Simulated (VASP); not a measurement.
The system is Cs2AgBiBr6.

```
Bi Cs Ag Br
1.0
     0.00000    5.61610    5.61610
     5.61610    0.00000    5.61610
     5.61610    5.61610    0.00000
Bi Cs Ag Br
1 2 1 6
Cartesian
  0.0000 0.0000 0.0000
  8.4242 8.4242 8.4242
  2.8081 2.8081 2.8081
  5.6161 5.6161 5.6161
  5.6161 5.6161 8.4180
  5.6161 5.6161 2.8142
  2.8142 5.6161 5.6161
  5.6161 8.4180 5.6161
  8.4180 5.6161 5.6161
  5.6161 2.8142 5.6161
```

Base run:

```yaml
Program: VASP 6.6.1
Functional: PBEsol
Potentials_or_basis: VASP PAW PBE potentials, release 64 (Bi_d, Cs_sv, Ag_sv_GW, Br)
Cutoff: 630 eV
k_mesh: 4 × 4 × 4
Occupations: fermi-dirac, width 0.05 eV
Spin: no spin polarisation
Hubbard_terms: Ag d U = 6.0 eV
```

Its results: band gap on the k mesh 1.51 eV (least direct gap 2.64 eV); pressure 0.1 GPa; largest force 0.221 eV/Å.

Question: The run is repeated on the same cell with these changes: functional from PBEsol to LDA; potentials or basis from VASP PAW PBE potentials, release 64 (Bi_d, Cs_sv, Ag_sv_GW, Br) to VASP PAW LDA potentials, release 64 (Bi_d, Cs_sv, Ag_sv_GW, Br). What comes out?

Answer: Band gap on the k mesh 1.44 eV (least direct gap 2.57 eV); pressure -1.3 GPa; largest force 0.259 eV/Å.

Caveats: spin-orbit coupling is left out, which moves the levels of the heavy elements; the PAW data sets were made with another functional, which shifts forces and pressure a little (at least some runs).

A k mesh can miss the band edges.
